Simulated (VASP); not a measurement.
# MnNi2 (P6/mmm) in VASP: single point with PBE

Aim: the single point of MnNi2 with PBE.

Program: VASP 6.6.1. These are calculated values, not measurements. Logs are shortened: lines on timing, memory, paths and dates and some standing lists are left out, and cuts for length are marked.

## 1. The cell of the first run

Symmetry: P6/mmm, No. 191, hexagonal system. The conventional cell has a = 4.029 Å, b = 4.029 Å, c = 2.593 Å, α = 90.00°, β = 90.00°, γ = 120.00°. Within 3.4 Å of Mn (site symmetry 6/mmm) lie 2 Mn at 2.59 Å and 12 Ni at 2.66 Å. Ni (site symmetry -6m2) has 5 Ni at 2.33 to 2.59 Å and 6 Mn at 2.66 Å within 3.1 Å.

## 2. Single point, PBE, collinear spin, ferromagnetic start

INCAR

```
SYSTEM = MnNi2
ALGO = Fast ; EDIFF = 1E-6
ENCUT = 520 ; GGA = PE
ISIF = 2 ; ISMEAR = 0
ISPIN = 2 ; LASPH = .TRUE.
LCHARG = .FALSE. ; LMAXMIX = 4
LORBIT = 11 ; LREAL = .FALSE.
LWAVE = .FALSE. ; MAGMOM = 3.82 0.76 0.76
NBANDS = 28 ; NELM = 150
PREC = Accurate ; SIGMA = 0.1
```

KPOINTS

```
k-points
0
G
  12 12 18
  0 0 0
```

POSCAR

```
MnNi2
1.0
    4.0289695061      0.0000000000      0.0000000000
   -2.0144847531      3.4891899434      0.0000000000
    0.0000000000      0.0000000000      2.5926403216
Mn Ni
1 2
Direct
    0.0000000000      0.0000000000      0.0000000000
    0.3333333333      0.6666666667      0.5000000000
    0.6666666667      0.3333333333      0.5000000000
```

Potentials or basis: VASP PAW PBE potentials, release 64 (Mn_pv, Ni).

On the command line:

```sh
$ cat potpaw_PBE.64/Mn_pv/POTCAR potpaw_PBE.64/Ni/POTCAR > POTCAR
$ mpirun -np 1 vasp_std > vasp.out
```

OUTCAR:

```text
SYSTEM = MnNi2
   EDIFF = 1E-6
   ENCUT = 520
   GGA = PE
   ISIF = 2
   ISMEAR = 0
   ISPIN = 2
   LASPH = .TRUE.
   LORBIT = 11
   LREAL = .FALSE.
   NELM = 150
   PREC = Accurate

 ion  position               nearest neighbor table
   1  0.000  0.000  0.000-   2 2.66   3 2.66   2 2.66   3 2.66   3 2.66   3 2.66   2 2.66   2 2.66
                             3 2.66   3 2.66   2 2.66   2 2.66
   2  0.333  0.667  0.500-   3 2.33   3 2.33   3 2.33   1 2.66   1 2.66   1 2.66   1 2.66   1 2.66
                             1 2.66
   3  0.667  0.333  0.500-   2 2.33   2 2.33   2 2.33   1 2.66   1 2.66   1 2.66   1 2.66   1 2.66
                             1 2.66

  LATTYP: Found a hexagonal cell.
 ALAT       =     4.0289695061
 C/A-ratio  =     0.6434996139

  Lattice vectors:

 A1 = (   4.0289695061,   0.0000000000,   0.0000000000)
 A2 = (  -2.0144847531,   3.4891899434,   0.0000000000)
 A3 = (   0.0000000000,   0.0000000000,   2.5926403216)

Analysis of symmetry for initial positions (statically):
=====================================================================
 Subroutine PRICEL returns:
 Original cell was already a primitive cell.

 Routine SETGRP: Setting up the symmetry group for a
 hexagonal supercell.

 Subroutine GETGRP returns: Found 24 space group operations
 (whereof 24 operations were pure point group operations)
 out of a pool of 24 trial point group operations.

The static configuration has the point symmetry D_6h.

Analysis of symmetry for dynamics (positions and initial velocities):
=====================================================================
 Subroutine PRICEL returns:
 Original cell was already a primitive cell.

 Routine SETGRP: Setting up the symmetry group for a
 hexagonal supercell.

 Subroutine GETGRP returns: Found 24 space group operations
 (whereof 24 operations were pure point group operations)
 out of a pool of 24 trial point group operations.

The dynamic configuration has the point symmetry D_6h.

Analysis of structural, dynamic, and magnetic symmetry:
=====================================================================
 Subroutine PRICEL returns:
 Original cell was already a primitive cell.

 Routine SETGRP: Setting up the symmetry group for a
 hexagonal supercell.

 Subroutine GETGRP returns: Found 24 space group operations
 (whereof 24 operations were pure point group operations)
 out of a pool of 24 trial point group operations.

The overall configuration has the point symmetry D_6h.

 Subroutine INISYM returns: Found 24 space group operations
 (whereof 24 operations are pure point group operations),
 and found     1 'primitive' translations

----------------------------------------------------------------------------------------

                                     Primitive cell

  volume of cell :      36.4469

  direct lattice vectors                    reciprocal lattice vectors
     4.028969506  0.000000000  0.000000000     0.248202425  0.143299737  0.000000000
    -2.014484753  3.489189943  0.000000000     0.000000000  0.286599473  0.000000000
     0.000000000  0.000000000  2.592640322     0.000000000  0.000000000  0.385707185

  length of vectors
     4.028969506  4.028969506  2.592640322     0.286599473  0.286599473  0.385707185

  position of ions in fractional coordinates (direct lattice)
     0.000000000  0.000000000  0.000000000
     0.333333333  0.666666667  0.500000000
     0.666666667  0.333333333  0.500000000

  ion indices of the primitive-cell ions
   primitive index   ion index
                 1           1
                 2           2
                 3           3

----------------------------------------------------------------------------------------

 KPOINTS: k-points

Automatic generation of k-mesh.
 Grid dimensions read from file:
 generate k-points for:   12   12   18

 Generating k-lattice:

  Cartesian coordinates                     Fractional coordinates (reciprocal lattice)
     0.020683535  0.011941645  0.000000000     0.083333333  0.000000000  0.000000000
     0.000000000  0.023883289  0.000000000     0.000000000  0.083333333  0.000000000
     0.000000000  0.000000000  0.021428177     0.000000000  0.000000000  0.055555556

  Length of vectors
     0.023883289  0.023883289  0.021428177

  Shift w.r.t. Gamma in fractional coordinates (k-lattice)
     0.000000000  0.000000000  0.000000000

 Subroutine IBZKPT returns following result:
 ===========================================

 Found    190 irreducible k-points:

 Following reciprocal coordinates:
            Coordinates               Weight
  0.000000  0.000000  0.000000      1.000000
  0.083333 -0.000000  0.000000      6.000000
  0.166667 -0.000000  0.000000      6.000000
  0.250000 -0.000000  0.000000      6.000000
  0.333333 -0.000000  0.000000      6.000000
  0.416667 -0.000000  0.000000      6.000000
[... 16 lines left out ...]
  0.250000 -0.000000  0.055556     12.000000
  0.333333 -0.000000  0.055556     12.000000
 [... further k-points ...]
   k-points           NKPTS =    190   k-points in BZ     NKDIM =    190   number of bands    NBANDS=     28
   number of dos      NEDOS =    301   number of ions     NIONS =      3
   total plane-waves  NPLWV =  18000
   dimension x,y,z NGX =    30 NGY =   30 NGZ =   20
   dimension x,y,z NGXF=    60 NGYF=   60 NGZF=   40
   ions per type =               1   2
   NGX,Y,Z   is equivalent  to a cutoff of  12.38, 12.38, 12.82 a.u.
   NGXF,Y,Z  is equivalent  to a cutoff of  24.76, 24.76, 25.65 a.u.
 SYSTEM =  MnNi2
   PREC   = accura    normal or accurate (medium, high low for compatibility)
   ISTART =      0    job   : 0-new  1-cont  2-samecut
   ICHARG =      2    charge: 1-file 2-atom 10-const
   ISPIN  =      2    spin polarized calculation?
   LNONCOLLINEAR =      F non collinear calculations
   LSORBIT =      F    spin-orbit coupling
   LASPH  =      T    aspherical Exc in radial PAW
   ENCUT  =  520.0 eV  38.22 Ry    6.18 a.u.   7.49  7.49  4.82*2*pi/ulx,y,z
   NELM   =    150;   NELMIN=  2; NELMDL= -5     # of ELM steps
   EDIFF  = 0.1E-05   stopping-criterion for ELM
   LREAL  =      F    real-space projection
   EDIFFG = 0.1E-04   stopping-criterion for IOM
   NSW    =      0    number of steps for IOM
   IBRION =     -1    ionic relax: 0-MD 1-quasi-New 2-CG
   NFREE  =      0    steps in history (QN), initial steepest desc. (CG)
   ISIF   =      2    stress and relaxation
   ISYM   =      2    0-nonsym 1-usesym 2-fastsym
   POTIM  = 0.5000    time-step for ionic-motion
   TEBEG  =    0.0;   TEEND  =   0.0 temperature during run
   PSTRESS=    0.0 pullay stress
   NELECT =      33.0000    total number of electrons
   NUPDOWN=      -1.0000    fix difference up-down
   EMIN   =  10.00;   EMAX   =-10.00  energy-range for DOS
   EFERMI =   0.00;   METHOD = LEGACY
   ISMEAR =     0;   SIGMA  =   0.10  broadening in eV -4-tet -1-fermi 0-gaus
   EFERMI_NEDOS =   21; number of points for ismear=-14 and -15
   IALGO  =     68    algorithm
   IMIX   =      4    mixing-type and parameters
     AMIX     =   0.40;   BMIX     =  1.00
     AMIX_MAG =   1.60;   BMIX_MAG =  1.00
  volume/ion in A,a.u.               =      12.15        81.99
  Fermi-wavevector in a.u.,A,eV,Ry     =   1.583771  2.992894 34.127931  2.508332
  Thomas-Fermi vector in A             =   2.683491
   LORBIT       =     11    0 simple, 1 ext, 2 COOP (PROOUT), +10 PAW based schemes
   GGA     = PE    functional components
   LHFCALC =     F    Hartree Fock is set to
   AEXX    =    0.0000 exact exchange contribution
   IVDW    =     0    specifies the selected vdW correction
   LEPSILON=     F    determine dielectric tensor
   LRPA    =     F    only Hartree local field effects (RPA)
 spin polarized calculation
 RMM-DIIS sequential band-by-band and
 Gauss-broadening in eV      SIGMA  =   0.10
  energy-cutoff  :      520.00
  volume of cell :       36.45
 maximum number of plane-waves:      1000
 NGX is ok and might be reduce to    30
   NGX = 15   NGY = 15   NGZ =  9

 number of electron      32.9999982 magnetization       4.8974866

 Free energy of the ion-electron system (eV)
  ---------------------------------------------------
  ext. energy  EPLUGINS =         0.00000000
  ---------------------------------------------------
  free energy    TOTEN  =       -19.67361721 eV

  energy without entropy =      -19.65564266  energy(sigma->0) =      -19.66462994

 E-fermi :   8.5855     XC(G=0): -12.7869

 val. band max:        8.5805522761   @ k =   0.3333   0.1667   0.3889
 cond. band min:       8.5919160059   @ k =   0.4167  -0.0000   0.2222
 fundamental gap:      0.0113637299
 Fermi energy:         8.5855429264

 spin component 1

 k-point     1 :       0.0000    0.0000    0.0000
  band No.  band energies     occupation
      1     -40.9798      1.00000
      2     -40.9798      1.00000
      3     -40.8812      1.00000
      4      -0.0102      1.00000
      5       4.2752      1.00000
      6       5.3581      1.00000
[... 20 lines left out ...]
     27      28.2344      0.00000
[... 691 lines left out ...]
      6       4.3295      1.00000
[... 20 lines left out ...]
     27      27.2299      0.00000
     28      27.4175      0.00000

 [... further k-points ...]

 spin component 2

 k-point     1 :       0.0000    0.0000    0.0000
  band No.  band energies     occupation
      1     -37.2012      1.00000
      2     -37.2012      1.00000
      3     -37.1395      1.00000
      4       0.2446      1.00000
      5       5.5781      1.00000
      6       6.2405      1.00000
[... 20 lines left out ...]
     27      28.8570      0.00000
[... 691 lines left out ...]
      6       5.1106      1.00000
[... 20 lines left out ...]
     27      27.6085      0.00000
     28      27.7031      0.00000

 [... further k-points ...]

------------------------ aborting loop because EDIFF is reached ----------------------------------------

  FORCE on cell =-STRESS in cart. coord.  units (eV):
  Direction    XX          YY          ZZ          XY          YZ          ZX
  --------------------------------------------------------------------------------------
  -------------------------------------------------------------------------------------
  Total        0.0401656      0.0401656      0.0406617     -0.0000000     -0.0000000     -0.0000000
  in kB        1.7656472      1.7656472      1.7874543     -0.0000000     -0.0000000     -0.0000000
  external PRESSURE =       1.7729162 kB  Pullay stress =       0.0000000 kB

 VOLUME and BASIS-vectors are now :
 -----------------------------------------------------------------------------
  energy-cutoff  :      520.00
  volume of cell :       36.45
      direct lattice vectors                 reciprocal lattice vectors
     4.028969506  0.000000000  0.000000000     0.248202425  0.143299737  0.000000000
    -2.014484753  3.489189943  0.000000000     0.000000000  0.286599473  0.000000000
     0.000000000  0.000000000  2.592640322     0.000000000  0.000000000  0.385707185

 POSITION                                       TOTAL-FORCE (eV/Angst)
 -----------------------------------------------------------------------------------
      0.00000      0.00000      0.00000        -0.000000      0.000000      0.000000
     -0.00000      2.32613      1.29632        -0.000000      0.000000      0.000000
      2.01448      1.16306      1.29632         0.000000     -0.000000      0.000000
 -----------------------------------------------------------------------------------
    total drift:                               -0.000000      0.000000      0.000000

  FREE ENERGIE OF THE ION-ELECTRON SYSTEM (eV)
  ---------------------------------------------------
  free  energy   TOTEN  =       -19.6736172083 eV

  energy  without entropy=      -19.6556426618  energy(sigma->0) =      -19.66462994

 total charge

# of ion       s       p       d       tot
------------------------------------------
    1        0.334   6.262   4.972  11.568
    2        0.510   0.464   8.333   9.307
    3        0.510   0.464   8.333   9.307
--------------------------------------------------
tot          1.354   7.189  21.638  30.181

 magnetization (x)

# of ion       s       p       d       tot
------------------------------------------
    1        0.020   0.017   3.495   3.532
    2       -0.031  -0.021   0.687   0.635
    3       -0.031  -0.021   0.687   0.635
--------------------------------------------------
tot         -0.041  -0.026   4.870   4.802
```

It took 6.9 min on 1 thread of Intel Xeon Platinum 8375C at 2.90GHz (Ice Lake), shared host; peak memory 0.37 GiB.

Results:

* Free energy: -19.6736 eV
* Pressure: 0.2 GPa
* Net moment: 4.90 μB per cell
* Site moments: Mn +3.53; Ni +0.64 μB
* Valence electrons inside the program's atomic spheres: Mn 11.57; Ni 9.31
